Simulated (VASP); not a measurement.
The system is F.

```
F
1.0
     0.00000    2.23228    2.23228
     2.23228    0.00000    2.23228
     2.23228    2.23228    0.00000
F
2
Direct
  0.00000 0.00000 0.00000
  0.25000 0.25000 0.25000
```

```yaml
Program: VASP 6.6.1
Task: relaxation of cell and atoms
Functional: PBE
Potentials_or_basis: VASP PAW PBE potentials, release 64 (F)
Cutoff: 600 eV
k_mesh: 16 × 16 × 16
Occupations: fermi-dirac, width 0.05 eV
Spin: no spin polarisation
```

At the start: pressure 19.8 GPa; volume 11.12 Å³/atom.

Task: How do energy, volume and symmetry change on relaxing?

Result: Over 4 steps the energy falls by 153.1 meV/atom and the volume is 14.22 Å³/atom (+27.8 %); space group Fd-3m (No. 227, to 0.05 Å).

Step by step:
```tsv
step	energy change (eV)	largest force (eV/Å)	pressure (GPa)	volume (Å³)
1	0.0000	0.0000	19.76	22.25
2	-0.2937	0.0000	2.85	26.96
3	-0.3031	0.0000	-1.28	29.17
4	-0.3062	0.0000	-0.04	28.44
```

Final structure:
```
CELL_PARAMETERS angstrom
0.00000 2.42262 2.42262
2.42262 0.00000 2.42262
2.42262 2.42262 0.00000
ATOMIC_POSITIONS crystal
F 0.00000 0.00000 0.00000
F 0.25000 0.25000 0.25000
```

Caveat: the volume moved by over 15 % at a fixed basis, so the end points are rough.
